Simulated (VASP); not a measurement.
Write the native input for VASP 6.6.1 that does the following.

| Item | Value |
| --- | --- |
| Task | single point |
| Functional | HSE06 |
| Potentials or basis | VASP PAW PBE potentials, release 64 (Au) |
| Cutoff | 520 eV |
| k mesh | 10 × 10 × 10 |
| Occupations | gaussian, width 0.05 eV |
| Spin | no spin polarisation |
| Dipole correction | no |
| Grid for exact exchange (PRECFOCK) | Normal |
| Further INCAR settings | ALGO = Normal; EDIFF = 1e-06; NBANDS = 12 |
| Share of exact exchange | 0.25 |
| Screening parameter | 0.2079 1/Å |

Crystal: Au.

```
Au
1.0
    -1.63874    1.63874    1.63874
     1.63874   -1.63874    1.63874
     1.63874    1.63874   -1.63874
Au
1
Direct
  0.00000 0.00000 0.00000
```

This isn't the form of Au at room conditions, which is fcc.

These files were run (other wordings do the same):

POSCAR

```
Au
1.0
   -1.6387354427      1.6387354427      1.6387354427
    1.6387354427     -1.6387354427      1.6387354427
    1.6387354427      1.6387354427     -1.6387354427
Au
1
Direct
    0.0000000000      0.0000000000      0.0000000000
```

INCAR.step1

```
PREC = Accurate ; ENCUT = 520
EDIFF = 1E-5 ; ISMEAR = 0
SIGMA = 0.05 ; LREAL = F
LASPH = T ; NELM = 100
ALGO = Normal ; ISIF = 2
LWAVE = T ; NBANDS = 12
GGA = PE ; KPAR = 2
```

INCAR.step2

```
PREC = Accurate ; ENCUT = 520
EDIFF = 1E-6 ; ISMEAR = 0
SIGMA = 0.05 ; LREAL = F
LASPH = T ; NELM = 100
ALGO = Normal ; ISIF = 2
LWAVE = F ; LCHARG = T
GGA = PE ; LHFCALC = T
HFSCREEN = 0.2079 ; PRECFOCK = Normal
LVHAR = T ; NBANDS = 12
ISTART = 1 ; KPAR = 2
```

KPOINTS

```
regular mesh
0
Gamma
  10 10 10
```

Potentials or basis: VASP PAW PBE potentials, release 64 (Au).

Command:

```console
$ cat potpaw_PBE.64/Au/POTCAR > POTCAR
$ cp INCAR.step1 INCAR
$ mpirun -np 2 vasp_std > vasp.out
$ cp INCAR.step2 INCAR
$ mpirun -np 2 vasp_std > vasp.out
```

Results of the run:

```
Pressure               : -0.5 GPa
Band gap on the k mesh : zero (an odd number of electrons rules out a gap without spin polarisation)
```

Caveat: the PAW data sets were made with another functional, which shifts forces and pressure a little; spin-orbit coupling is left out, which moves the levels of the heavy elements.

Wall time 20 min on 2 MPI ranks on Intel(R) Xeon(R) 6975P-C (Granite Rapids), with other jobs on the host, peak memory 0.26 GiB a rank.
